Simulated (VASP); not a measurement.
# Ge (P42_12) in VASP: single point with PBE

Aim: the single point of Ge with PBE.

All numbers are computed with VASP 6.6.1; they aren't measurements. Logs are shortened: lines on timing, memory, paths and dates and some standing lists are left out, and cuts for length are marked.

### 1 The cell of the first run

The structure is tetragonal, space group P42_12 (No. 90). The conventional cell has a = 6.781 Å, b = 6.781 Å, c = 4.671 Å, α = 90.00°, β = 90.00°, γ = 90.00°. Ge (site symmetry 1) has 4 Ge at 2.36 to 2.51 Å within 3.1 Å. Within 3.1 Å of Ge (site symmetry 222) lie 4 Ge at 2.36 Å.

### 2 Single point, PBE

INCAR

```
SYSTEM = Ge
PREC = Accurate
ENCUT = 520
EDIFF = 1E-7
ISMEAR = 0
SIGMA = 0.1
LREAL = .False.
LASPH = .True.
NELM = 80
ALGO = Normal
ISIF = 2
LWAVE = .False.
LCHARG = .False.
GGA = PE
NBANDS = 81
```

KPOINTS

```
regular mesh
0
Gamma
  4 4 4
  0 0 0
```

POSCAR

```
Ge
1.0
    6.7807495200      0.0000000000      0.0000000000
    0.0000000000      6.7807495200      0.0000000000
    0.0000000000      0.0000000000      4.6713247000
Ge
10
Direct
    0.0522067900      0.7431133300      0.3319454500
    0.9477932100      0.2568866700      0.3319454500
    0.7568866700      0.5522067900      0.3319454500
    0.2431133300      0.4477932100      0.3319454500
    0.4477932100      0.2431133300      0.6680545500
    0.5522067900      0.7568866700      0.6680545500
    0.7431133300      0.0522067900      0.6680545500
    0.2568866700      0.9477932100      0.6680545500
    0.0000000000      0.0000000000      0.0000000000
    0.5000000000      0.5000000000      0.0000000000
```

Potentials or basis: VASP PAW PBE potentials, release 64 (Ge_d).

Run with:

```sh
cat potpaw_PBE.64/Ge_d/POTCAR > POTCAR
mpirun -np 1 vasp_std > vasp.out
```

OUTCAR:

```text
SYSTEM = Ge
   PREC = Accurate
   ENCUT = 520
   EDIFF = 1E-7
   ISMEAR = 0
   LREAL = .False.
   LASPH = .True.
   NELM = 80
   ISIF = 2
   GGA = PE

 ion  position               nearest neighbor table
   1  0.052  0.743  0.332-   9 2.36   4 2.38   3 2.38   8 2.51
   2  0.948  0.257  0.332-   9 2.36   4 2.38   3 2.38   7 2.51
   3  0.757  0.552  0.332-  10 2.36   2 2.38   1 2.38   6 2.51
   4  0.243  0.448  0.332-  10 2.36   2 2.38   1 2.38   5 2.51
   5  0.448  0.243  0.668-  10 2.36   8 2.38   7 2.38   4 2.51
   6  0.552  0.757  0.668-  10 2.36   8 2.38   7 2.38   3 2.51
   7  0.743  0.052  0.668-   9 2.36   6 2.38   5 2.38   2 2.51
   8  0.257  0.948  0.668-   9 2.36   6 2.38   5 2.38   1 2.51
   9  0.000  0.000  0.000-   1 2.36   2 2.36   7 2.36   8 2.36
  10  0.500  0.500  0.000-   3 2.36   4 2.36   5 2.36   6 2.36

  LATTYP: Found a simple tetragonal cell.
 ALAT       =     6.7807495200
 C/A-ratio  =     0.6889097859

  Lattice vectors:

 A1 = (   6.7807495200,   0.0000000000,   0.0000000000)
 A2 = (   0.0000000000,   6.7807495200,   0.0000000000)
 A3 = (   0.0000000000,   0.0000000000,   4.6713247000)

Analysis of symmetry for initial positions (statically):
=====================================================================
 Subroutine PRICEL returns:
 Original cell was already a primitive cell.

 Routine SETGRP: Setting up the symmetry group for a
 simple tetragonal supercell.

 Subroutine GETGRP returns: Found  8 space group operations
 (whereof  4 operations were pure point group operations)
 out of a pool of 16 trial point group operations.

The static configuration has the point symmetry D_2 .
 The point group associated with its full space group is D_4 .

Analysis of symmetry for dynamics (positions and initial velocities):
=====================================================================
 Subroutine PRICEL returns:
 Original cell was already a primitive cell.

 Routine SETGRP: Setting up the symmetry group for a
 simple tetragonal supercell.

 Subroutine GETGRP returns: Found  8 space group operations
 (whereof  4 operations were pure point group operations)
 out of a pool of 16 trial point group operations.

The dynamic configuration has the point symmetry D_2 .
 The point group associated with its full space group is D_4 .

 Subroutine INISYM returns: Found  8 space group operations
 (whereof  4 operations are pure point group operations),
 and found     1 'primitive' translations

----------------------------------------------------------------------------------------

                                     Primitive cell

  volume of cell :     214.7808

  direct lattice vectors                    reciprocal lattice vectors
     6.780749520  0.000000000  0.000000000     0.147476322  0.000000000  0.000000000
     0.000000000  6.780749520  0.000000000     0.000000000  0.147476322  0.000000000
     0.000000000  0.000000000  4.671324700     0.000000000  0.000000000  0.214072038

  length of vectors
     6.780749520  6.780749520  4.671324700     0.147476322  0.147476322  0.214072038

  position of ions in fractional coordinates (direct lattice)
     0.052206790  0.743113330  0.331945450
     0.947793210  0.256886670  0.331945450
     0.756886670  0.552206790  0.331945450
     0.243113330  0.447793210  0.331945450
     0.447793210  0.243113330  0.668054550
     0.552206790  0.756886670  0.668054550
     0.743113330  0.052206790  0.668054550
     0.256886670  0.947793210  0.668054550
     0.000000000  0.000000000  0.000000000
     0.500000000  0.500000000  0.000000000

  ion indices of the primitive-cell ions
   primitive index   ion index
                 1           1
                 2           2
                 3           3
                 4           4
                 5           5
                 6           6
                 7           7
                 8           8
                 9           9
                10          10

----------------------------------------------------------------------------------------

 KPOINTS: regular mesh

Automatic generation of k-mesh.
 Grid dimensions read from file:
 generate k-points for:    4    4    4

 Generating k-lattice:

  Cartesian coordinates                     Fractional coordinates (reciprocal lattice)
     0.036869081  0.000000000  0.000000000     0.250000000  0.000000000  0.000000000
     0.000000000  0.036869081  0.000000000     0.000000000  0.250000000  0.000000000
     0.000000000  0.000000000  0.053518010     0.000000000  0.000000000  0.250000000

  Length of vectors
     0.036869081  0.036869081  0.053518010

  Shift w.r.t. Gamma in fractional coordinates (k-lattice)
     0.000000000  0.000000000  0.000000000

 Subroutine IBZKPT returns following result:
 ===========================================

 Found     18 irreducible k-points:

 Following reciprocal coordinates:
            Coordinates               Weight
  0.000000  0.000000  0.000000      1.000000
  0.250000  0.000000  0.000000      4.000000
  0.500000  0.000000  0.000000      2.000000
  0.250000  0.250000  0.000000      4.000000
  0.500000  0.250000  0.000000      4.000000
  0.500000  0.500000  0.000000      1.000000
[... 10 lines left out ...]
  0.500000  0.250000  0.500000      4.000000
  0.500000  0.500000  0.500000      1.000000
   k-points           NKPTS =     18   k-points in BZ     NKDIM =     18   number of bands    NBANDS=     81
   number of dos      NEDOS =    301   number of ions     NIONS =     10
   total plane-waves  NPLWV =  90000
   dimension x,y,z NGX =    50 NGY =   50 NGZ =   36
   dimension x,y,z NGXF=   100 NGYF=  100 NGZF=   72
   ions per type =              10
   NGX,Y,Z   is equivalent  to a cutoff of  12.26, 12.26, 12.81 a.u.
   NGXF,Y,Z  is equivalent  to a cutoff of  24.52, 24.52, 25.62 a.u.
 SYSTEM =  Ge
   PREC   = accura    normal or accurate (medium, high low for compatibility)
   ISTART =      0    job   : 0-new  1-cont  2-samecut
   ICHARG =      2    charge: 1-file 2-atom 10-const
   ISPIN  =      1    spin polarized calculation?
   LNONCOLLINEAR =      F non collinear calculations
   LSORBIT =      F    spin-orbit coupling
   LASPH  =      T    aspherical Exc in radial PAW
   ENCUT  =  520.0 eV  38.22 Ry    6.18 a.u.  12.61 12.61  8.69*2*pi/ulx,y,z
   NELM   =     80;   NELMIN=  2; NELMDL= -5     # of ELM steps
   EDIFF  = 0.1E-06   stopping-criterion for ELM
   LREAL  =      F    real-space projection
   EDIFFG = 0.1E-05   stopping-criterion for IOM
   NSW    =      0    number of steps for IOM
   IBRION =     -1    ionic relax: 0-MD 1-quasi-New 2-CG
   NFREE  =      0    steps in history (QN), initial steepest desc. (CG)
   ISIF   =      2    stress and relaxation
   ISYM   =      2    0-nonsym 1-usesym 2-fastsym
   POTIM  = 0.5000    time-step for ionic-motion
   TEBEG  =    0.0;   TEEND  =   0.0 temperature during run
   PSTRESS=    0.0 pullay stress
   NELECT =     140.0000    total number of electrons
   NUPDOWN=      -1.0000    fix difference up-down
   EMIN   =  10.00;   EMAX   =-10.00  energy-range for DOS
   EFERMI =   0.00;   METHOD = LEGACY
   ISMEAR =     0;   SIGMA  =   0.10  broadening in eV -4-tet -1-fermi 0-gaus
   EFERMI_NEDOS =   21; number of points for ismear=-14 and -15
   IALGO  =     38    algorithm
   IMIX   =      4    mixing-type and parameters
     AMIX     =   0.40;   BMIX     =  1.00
     AMIX_MAG =   1.60;   BMIX_MAG =  1.00
  volume/ion in A,a.u.               =      21.48       144.94
  Fermi-wavevector in a.u.,A,eV,Ry     =   1.419446  2.682365 27.413404  2.014828
  Thomas-Fermi vector in A             =   2.540466
   LORBIT       =      0    0 simple, 1 ext, 2 COOP (PROOUT), +10 PAW based schemes
   GGA     = PE    functional components
   LHFCALC =     F    Hartree Fock is set to
   AEXX    =    0.0000 exact exchange contribution
   IVDW    =     0    specifies the selected vdW correction
   LEPSILON=     F    determine dielectric tensor
   LRPA    =     F    only Hartree local field effects (RPA)
 non-spin polarized calculation
 Gauss-broadening in eV      SIGMA  =   0.10
  energy-cutoff  :      520.00
  volume of cell :      214.78
 maximum number of plane-waves:      5809
   NGX = 25   NGY = 25   NGZ = 17

 number of electron     140.0000049 magnetization

 Free energy of the ion-electron system (eV)
  ---------------------------------------------------
  ext. energy  EPLUGINS =         0.00000000
  ---------------------------------------------------
  free energy    TOTEN  =       -39.58325301 eV

  energy without entropy =      -39.56646511  energy(sigma->0) =      -39.57485906

 E-fermi :   5.3494     XC(G=0): -10.1453

 val. band max:        5.2896002023   @ k =   0.2500   0.2500   0.5000
 cond. band min:       5.4105510540   @ k =   0.2500   0.2500   0.2500
 fundamental gap:      0.1209508517
 Fermi energy:         5.3493866833

 k-point     1 :       0.0000    0.0000    0.0000
  band No.  band energies     occupation
      1     -19.5990      2.00000
      2     -19.5533      2.00000
      3     -19.5533      2.00000
      4     -19.5526      2.00000
      5     -19.5293      2.00000
      6     -19.5293      2.00000
[... 73 lines left out ...]
     80       8.8186      0.00000
     81       9.1227      0.00000

 k-point     2 :       0.2500    0.0000    0.0000
  band No.  band energies     occupation
      1     -19.5940      2.00000
      2     -19.5695      2.00000
      3     -19.5556      2.00000
      4     -19.5512      2.00000
      5     -19.5289      2.00000
      6     -19.5198      2.00000
[... 73 lines left out ...]
     80       9.4766      0.00000
     81       9.7267      0.00000
[... 1258 lines left out ...]
     80      10.3802      0.00000
     81      10.8515      0.00000

 k-point    18 :       0.5000    0.5000    0.5000
  band No.  band energies     occupation
      1     -19.5989      2.00000
      2     -19.5989      2.00000
      3     -19.5425      2.00000
      4     -19.5425      2.00000
      5     -19.5098      2.00000
      6     -19.5098      2.00000
[... 73 lines left out ...]
     80      10.5690      0.00000
     81      10.6486      0.00000

------------------------ aborting loop because EDIFF is reached ----------------------------------------

  FORCE on cell =-STRESS in cart. coord.  units (eV):
  Direction    XX          YY          ZZ          XY          YZ          ZX
  --------------------------------------------------------------------------------------
  -------------------------------------------------------------------------------------
  Total       18.6646076     18.6646076     18.6367795      0.0000000      0.0000000      0.0000000
  in kB      139.2303731    139.2303731    139.0227868      0.0000000      0.0000000      0.0000000
  external PRESSURE =     139.1611777 kB  Pullay stress =       0.0000000 kB

 VOLUME and BASIS-vectors are now :
 -----------------------------------------------------------------------------
  energy-cutoff  :      520.00
  volume of cell :      214.78
      direct lattice vectors                 reciprocal lattice vectors
     6.780749520  0.000000000  0.000000000     0.147476322  0.000000000  0.000000000
     0.000000000  6.780749520  0.000000000     0.000000000  0.147476322  0.000000000
     0.000000000  0.000000000  4.671324700     0.000000000  0.000000000  0.214072038

 POSITION                                       TOTAL-FORCE (eV/Angst)
 -----------------------------------------------------------------------------------
      0.35400      5.03887      1.55062         0.109898      0.522065      0.521524
      6.42675      1.74188      1.55062        -0.109898     -0.522065      0.521524
      5.13226      3.74438      1.55062        -0.522065      0.109898      0.521524
      1.64849      3.03637      1.55062         0.522065     -0.109898      0.521524
      3.03637      1.64849      3.12070        -0.109898      0.522065     -0.521524
      3.74438      5.13226      3.12070         0.109898     -0.522065     -0.521524
      5.03887      0.35400      3.12070         0.522065      0.109898     -0.521524
      1.74188      6.42675      3.12070        -0.522065     -0.109898     -0.521524
      0.00000      0.00000      0.00000         0.000000      0.000000     -0.000000
      3.39037      3.39037      0.00000         0.000000      0.000000     -0.000000
 -----------------------------------------------------------------------------------
    total drift:                               -0.000000      0.000000     -0.000000

  FREE ENERGIE OF THE ION-ELECTRON SYSTEM (eV)
  ---------------------------------------------------
  free  energy   TOTEN  =       -39.5832530098 eV

  energy  without entropy=      -39.5664651078  energy(sigma->0) =      -39.57485906
```

Run time: 6.3 min. Hardware: 1 thread of Intel Xeon 6975P-C, shared host; peak memory 0.41 GiB.

Results:

```
Free energy            : -39.5833 eV
Pressure               : 13.9 GPa
Largest force          : 0.746 eV/Å
Band gap on the k mesh : zero (band 70 reaches 5.55 eV, above the bottom of band 71 at 5.07 eV)
```

Forces on the atoms (eV/Å):
```
Ge   0.110  0.522  0.522
Ge  -0.110 -0.522  0.522
Ge  -0.522  0.110  0.522
Ge   0.522 -0.110  0.522
Ge  -0.110  0.522 -0.522
Ge   0.110 -0.522 -0.522
Ge   0.522  0.110 -0.522
Ge  -0.522 -0.110 -0.522
Ge   0.000  0.000  0.000
Ge   0.000  0.000  0.000
```
